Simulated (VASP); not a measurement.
# TiC (dlda) (Fm-3m) in VASP: a series of runs

TiC (dlda) is run at these levels: LDA; tasks: relaxation of cell and atoms.

Program: VASP 6.6.1. These are calculated values, not measurements. Logs are shortened: lines on timing, memory, paths and dates and some standing lists are left out, and cuts for length are marked.

### 1 The cell of the first run

Symmetry: Fm-3m, No. 225, cubic system. The conventional cell has a = 4.261 Å, b = 4.261 Å, c = 4.261 Å, α = 90.00°, β = 90.00°, γ = 90.00°. Ti (site symmetry m-3m) has 6 C at 2.13 Å within 2.8 Å. Within 2.8 Å of C (site symmetry m-3m) lie 6 Ti at 2.13 Å.

### 2 Relaxation of cell and atoms, LDA

Input file INCAR:

```
SYSTEM = TiC
  PREC = Accurate
  ENCUT = 600
  EDIFF = 1E-7
  ISMEAR = 0
  SIGMA = 0.1
  LREAL = .False.
  LASPH = .True.
  NELM = 100
  ALGO = Normal
  ISIF = 3
  LWAVE = .False.
  LCHARG = .False.
  GGA = CA
  IBRION = 2
  NSW = 100
  EDIFFG = -0.002
```

Input file KPOINTS:

```
regular mesh
0
Gamma
  14 14 14
  0 0 0
```

Input file POSCAR:

```
TiC
1.0
    0.0000000000      2.1303899824      2.1303899824
    2.1303899824      0.0000000000      2.1303899824
    2.1303899824      2.1303899824      0.0000000000
Ti C
1 1
Direct
    0.0000000000      0.0000000000      0.0000000000
    0.5000000000      0.5000000000      0.5000000000
```

Potentials or basis: VASP PAW LDA potentials, release 64 (Ti_sv, C).

Command:

```sh
cat potpaw_LDA.64/Ti_sv/POTCAR potpaw_LDA.64/C/POTCAR > POTCAR
mpirun -np 1 vasp_std > vasp.out
```

OUTCAR:

```text
SYSTEM = TiC
   PREC = Accurate
   ENCUT = 600
   EDIFF = 1E-7
   ISMEAR = 0
   LREAL = .False.
   LASPH = .True.
   NELM = 100
   ISIF = 3
   GGA = CA
   IBRION = 2
   NSW = 100
   EDIFFG = -0.002

 ion  position               nearest neighbor table
   1  0.000  0.000  0.000-   2 2.13   2 2.13   2 2.13   2 2.13   2 2.13   2 2.13
   2  0.500  0.500  0.500-   1 2.13   1 2.13   1 2.13   1 2.13   1 2.13   1 2.13

  LATTYP: Found a face centered cubic cell.
 ALAT       =     4.2607799648

  Lattice vectors:

 A1 = (   0.0000000000,   2.1303899824,   2.1303899824)
 A2 = (   2.1303899824,   0.0000000000,   2.1303899824)
 A3 = (   2.1303899824,   2.1303899824,   0.0000000000)

Analysis of symmetry for initial positions (statically):
=====================================================================
 Subroutine PRICEL returns:
 Original cell was already a primitive cell.

 Routine SETGRP: Setting up the symmetry group for a
 face centered cubic supercell.

 Subroutine GETGRP returns: Found 48 space group operations
 (whereof 48 operations were pure point group operations)
 out of a pool of 48 trial point group operations.

The static configuration has the point symmetry O_h .

Analysis of symmetry for dynamics (positions and initial velocities):
=====================================================================
 Subroutine PRICEL returns:
 Original cell was already a primitive cell.

 Routine SETGRP: Setting up the symmetry group for a
 face centered cubic supercell.

 Subroutine GETGRP returns: Found 48 space group operations
 (whereof 48 operations were pure point group operations)
 out of a pool of 48 trial point group operations.

The dynamic configuration has the point symmetry O_h .

 Subroutine INISYM returns: Found 48 space group operations
 (whereof 48 operations are pure point group operations),
 and found     1 'primitive' translations

----------------------------------------------------------------------------------------

                                     Primitive cell

  volume of cell :      19.3378

  direct lattice vectors                    reciprocal lattice vectors
     0.000000000  2.130389982  2.130389982    -0.234698813  0.234698813  0.234698813
     2.130389982  0.000000000  2.130389982     0.234698813 -0.234698813  0.234698813
     2.130389982  2.130389982  0.000000000     0.234698813  0.234698813 -0.234698813

  length of vectors
     3.012826406  3.012826406  3.012826406     0.406510269  0.406510269  0.406510269

  position of ions in fractional coordinates (direct lattice)
     0.000000000  0.000000000  0.000000000
     0.500000000  0.500000000  0.500000000

  ion indices of the primitive-cell ions
   primitive index   ion index
                 1           1
                 2           2

----------------------------------------------------------------------------------------

 KPOINTS: regular mesh

Automatic generation of k-mesh.
 Grid dimensions read from file:
 generate k-points for:   14   14   14

 Generating k-lattice:

  Cartesian coordinates                     Fractional coordinates (reciprocal lattice)
    -0.016764201  0.016764201  0.016764201     0.071428571  0.000000000  0.000000000
     0.016764201 -0.016764201  0.016764201     0.000000000  0.071428571  0.000000000
     0.016764201  0.016764201 -0.016764201     0.000000000  0.000000000  0.071428571

  Length of vectors
     0.029036448  0.029036448  0.029036448

  Shift w.r.t. Gamma in fractional coordinates (k-lattice)
     0.000000000  0.000000000  0.000000000

 Subroutine IBZKPT returns following result:
 ===========================================

 Found    104 irreducible k-points:

 Following reciprocal coordinates:
            Coordinates               Weight
  0.000000  0.000000  0.000000      1.000000
  0.071429  0.000000  0.000000      8.000000
  0.142857  0.000000  0.000000      8.000000
  0.214286  0.000000  0.000000      8.000000
  0.285714  0.000000  0.000000      8.000000
  0.357143  0.000000  0.000000      8.000000
[... 16 lines left out ...]
  0.214286  0.142857  0.000000     24.000000
  0.285714  0.142857  0.000000     24.000000
 [... further k-points ...]
   k-points           NKPTS =    104   k-points in BZ     NKDIM =    104   number of bands    NBANDS=     12
   number of dos      NEDOS =    301   number of ions     NIONS =      2
   total plane-waves  NPLWV =  13824
   dimension x,y,z NGX =    24 NGY =   24 NGZ =   24
   dimension x,y,z NGXF=    48 NGYF=   48 NGZF=   48
   ions per type =               1   1
   NGX,Y,Z   is equivalent  to a cutoff of  13.24, 13.24, 13.24 a.u.
   NGXF,Y,Z  is equivalent  to a cutoff of  26.49, 26.49, 26.49 a.u.
 SYSTEM =  TiC
   PREC   = accura    normal or accurate (medium, high low for compatibility)
   ISTART =      0    job   : 0-new  1-cont  2-samecut
   ICHARG =      2    charge: 1-file 2-atom 10-const
   ISPIN  =      1    spin polarized calculation?
   LNONCOLLINEAR =      F non collinear calculations
   LSORBIT =      F    spin-orbit coupling
   LASPH  =      T    aspherical Exc in radial PAW
   ENCUT  =  600.0 eV  44.10 Ry    6.64 a.u.   6.02  6.02  6.02*2*pi/ulx,y,z
   NELM   =    100;   NELMIN=  2; NELMDL= -5     # of ELM steps
   EDIFF  = 0.1E-06   stopping-criterion for ELM
   LREAL  =      F    real-space projection
   EDIFFG = -.2E-02   stopping-criterion for IOM
   NSW    =    100    number of steps for IOM
   IBRION =      2    ionic relax: 0-MD 1-quasi-New 2-CG
   NFREE  =      1    steps in history (QN), initial steepest desc. (CG)
   ISIF   =      3    stress and relaxation
   ISYM   =      2    0-nonsym 1-usesym 2-fastsym
   POTIM  = 0.5000    time-step for ionic-motion
   TEBEG  =    0.0;   TEEND  =   0.0 temperature during run
   PSTRESS=    0.0 pullay stress
   NELECT =      16.0000    total number of electrons
   NUPDOWN=      -1.0000    fix difference up-down
   EMIN   =  10.00;   EMAX   =-10.00  energy-range for DOS
   EFERMI =   0.00;   METHOD = LEGACY
   ISMEAR =     0;   SIGMA  =   0.10  broadening in eV -4-tet -1-fermi 0-gaus
   EFERMI_NEDOS =   21; number of points for ismear=-14 and -15
   IALGO  =     38    algorithm
   IMIX   =      4    mixing-type and parameters
     AMIX     =   0.40;   BMIX     =  1.00
     AMIX_MAG =   1.60;   BMIX_MAG =  1.00
  volume/ion in A,a.u.               =       9.67        65.25
  Fermi-wavevector in a.u.,A,eV,Ry     =   1.536900  2.904321 32.137815  2.362063
  Thomas-Fermi vector in A             =   2.643484
   LORBIT       =      0    0 simple, 1 ext, 2 COOP (PROOUT), +10 PAW based schemes
   GGA     = CA    functional components
   LHFCALC =     F    Hartree Fock is set to
   AEXX    =    0.0000 exact exchange contribution
   IVDW    =     0    specifies the selected vdW correction
   LEPSILON=     F    determine dielectric tensor
   LRPA    =     F    only Hartree local field effects (RPA)
 conjugate gradient relaxation of ions
 non-spin polarized calculation
 Gauss-broadening in eV      SIGMA  =   0.10
  energy-cutoff  :      600.00
  volume of cell :       19.34
 maximum number of plane-waves:       656
   NGX = 13   NGY = 13   NGZ = 13

--------------------------------------- Ionic step        1  -------------------------------------------

 number of electron      16.0000003 magnetization

 Free energy of the ion-electron system (eV)
  ---------------------------------------------------
  ext. energy  EPLUGINS =         0.00000000
  ---------------------------------------------------
  free energy    TOTEN  =       -20.54010377 eV

  energy without entropy =      -20.53850285  energy(sigma->0) =      -20.53930331

------------------------ aborting loop because EDIFF is reached ----------------------------------------

  FORCE on cell =-STRESS in cart. coord.  units (eV):
  Direction    XX          YY          ZZ          XY          YZ          ZX
  --------------------------------------------------------------------------------------
  -------------------------------------------------------------------------------------
  Total        0.0717269      0.0717269      0.0717269      0.0000000      0.0000000     -0.0000000
  in kB        5.9427219      5.9427219      5.9427219      0.0000000      0.0000000     -0.0000000
  external PRESSURE =       5.9427219 kB  Pullay stress =       0.0000000 kB
[... 57 lines left out ...]
  energy  without entropy=      -20.5384238210  energy(sigma->0) =      -20.53922389

--------------------------------------- Ionic step        3  -------------------------------------------

 number of electron      16.0000003 magnetization

 Free energy of the ion-electron system (eV)
  ---------------------------------------------------
  ext. energy  EPLUGINS =         0.00000000
  ---------------------------------------------------
  free energy    TOTEN  =       -20.54018092 eV

  energy without entropy =      -20.53858021  energy(sigma->0) =      -20.53938056

 E-fermi :   9.7951     XC(G=0): -13.2207

 val. band max:        9.7883910723   @ k =   0.3571   0.2857   0.0000
 cond. band min:       9.8369024344   @ k =   0.5000   0.5000   0.0000
 fundamental gap:      0.0485113621
 Fermi energy:         9.7950813601

 k-point     1 :       0.0000    0.0000    0.0000
  band No.  band energies     occupation
      1     -45.9438      2.00000
      2     -22.3218      2.00000
      3     -22.3218      2.00000
      4     -22.3218      2.00000
      5      -2.6217      2.00000
      6      10.4472      0.00000
      7      10.4472      0.00000
      8      10.4472      0.00000
      9      11.5512      0.00000
     10      11.5512      0.00000
     11      11.5512      0.00000
     12      11.6149      0.00000
[... 331 lines left out ...]
 k-point    24 :       0.2857    0.1429    0.0000
  band No.  band energies     occupation
      1     -45.8869      2.00000
      2     -22.6241      2.00000
      3     -22.3959      2.00000
      4     -22.3855      2.00000
      5      -1.0801      2.00000
      6       6.5294      2.00000
      7       8.0633      2.00000
      8       8.6339      2.00000
      9      10.6049      0.00000
     10      12.2063      0.00000
     11      13.3852      0.00000
     12      14.5642      0.00000

 [... further k-points ...]
[... 5 lines left out ...]
  --------------------------------------------------------------------------------------
  -------------------------------------------------------------------------------------
  Total       -0.0030723     -0.0030723     -0.0030723     -0.0000000     -0.0000000      0.0000000
  in kB       -0.2540043     -0.2540043     -0.2540043     -0.0000000     -0.0000000      0.0000000
  external PRESSURE =      -0.2540043 kB  Pullay stress =       0.0000000 kB
[... 17 lines left out ...]
  FREE ENERGIE OF THE ION-ELECTRON SYSTEM (eV)
  ---------------------------------------------------
  free  energy   TOTEN  =       -20.5401809172 eV

  energy  without entropy=      -20.5385802101  energy(sigma->0) =      -20.53938056

 reached required accuracy - stopping structural energy minimisation
```

Run time: 40 s. Hardware: 1 thread of Intel Xeon Platinum 8488C (Sapphire Rapids), shared host; peak memory 0.15 GiB.

Results:

```
Free energy                            : -20.5402 eV
Relaxed volume                         : 9.69 Å³/atom
Relaxed cell                           : a = 3.015 Å, b = 3.015 Å, c = 3.015 Å, α = 60.00°, β = 60.00°, γ = 60.00°
Space group after relaxing (to 0.05 Å) : Fm-3m (No. 225)
Energy gained by relaxing              : 0.0 meV/atom
Ionic steps                            : 3
Pressure after relaxing                : 0.0 GPa
Band gap on the k mesh                 : zero (band 8 reaches 10.45 eV, above the bottom of band 9 at 9.39 eV)
```

Final structure:
```
Ti C
1.0
     0.00000    2.13191    2.13191
     2.13191    0.00000    2.13191
     2.13191    2.13191    0.00000
Ti C
1 1
Direct
  0.00000 0.00000 0.00000
  0.50000 0.50000 0.50000
```

### 3 Relaxation of cell and atoms, LDA

Input file INCAR:

```
SYSTEM = TiC
ALGO     = Normal         ! electronic algorithm
EDIFF    = 1E-7           ! SCF threshold, eV
EDIFFG   = -0.001         ! ionic threshold
ENCUT    = 600            ! plane-wave cutoff, eV
IBRION   = 2              ! ionic algorithm
ISIF     = 3              ! what is computed and relaxed
ISMEAR   = -1             ! smearing method
LASPH    = .TRUE.         ! aspherical terms in the spheres
LCHARG   = .FALSE.        ! write CHGCAR
LREAL    = .FALSE.        ! projectors in reciprocal space
LWAVE    = .FALSE.        ! write WAVECAR
NELM     = 100            ! most SCF steps
NSW      = 80             ! ionic steps
PREC     = Accurate       ! precision mode
SIGMA    = 0.15           ! smearing width, eV
```

Input file KPOINTS:

```
k-points
0
G
  16 16 16
  0 0 0
```

POSCAR is that of step 2.

Potentials or basis: VASP PAW LDA potentials, release 64 (Ti_sv, C).

Command:

```sh
cat potpaw_LDA.64/Ti_sv/POTCAR potpaw_LDA.64/C/POTCAR > POTCAR
mpirun -np 1 vasp_std > vasp.out
```

It took 57 s on 1 thread of Intel Xeon Platinum 8488C (Sapphire Rapids), shared host; peak memory 0.17 GiB.

Results (log left out):

```yaml
Free_energy: -20.5510 eV
Relaxed_volume: 9.69 Å³/atom
Relaxed_cell: a = 3.015 Å, b = 3.015 Å, c = 3.015 Å, α = 60.00°, β = 60.00°, γ = 60.00°
Space_group_after_relaxing_to_0.05_Å: Fm-3m (No. 225)
Energy_gained_by_relaxing: 0.1 meV/atom
Ionic_steps: 3
Pressure_after_relaxing: 0.0 GPa
Band_gap_on_the_k_mesh: zero (band 8 reaches 10.45 eV, above the bottom of band 9 at 9.38 eV)
```

The path:
```tsv
step	energy change (eV)	largest force (eV/Å)	pressure (GPa)	volume (Å³)
1	0.0000	0.0000	0.68	19.34
2	0.0001	0.0000	-0.96	19.45
3	-0.0001	0.0000	-0.01	19.38
```

Final structure:
```cif
data_structure
_symmetry_space_group_name_H-M 'P 1'
_symmetry_Int_Tables_number 1
_cell_length_a 3.0153
_cell_length_b 3.0153
_cell_length_c 3.0153
_cell_angle_alpha 60.000
_cell_angle_beta 60.000
_cell_angle_gamma 60.000
_cell_volume 19.38
loop_
_atom_site_label
_atom_site_type_symbol
_atom_site_fract_x
_atom_site_fract_y
_atom_site_fract_z
_atom_site_occupancy
Ti1 Ti 0.00000 0.00000 0.00000 1
C1 C 0.50000 0.50000 0.50000 1
```

Levels at points of the mesh, in eV from the Fermi level:
| k point | band 5 | band 6 | band 7 | band 8 | band 9 | band 10 | band 11 | band 12 |
| --- | --- | --- | --- | --- | --- | --- | --- | --- |
| (0.00, 0.00, 0.00) | -12.41 | 0.66 | 0.66 | 0.66 | 1.76 | 1.76 | 1.76 | 1.83 |
| (0.50, 0.00, 0.00) | -8.64 | -6.02 | -3.03 | -3.03 | 3.08 | 3.08 | 4.35 | 8.56 |
| (0.50, 0.50, 0.00) | -10.10 | -3.38 | -1.80 | 0.05 | 0.05 | 2.91 | 3.72 | 3.72 |
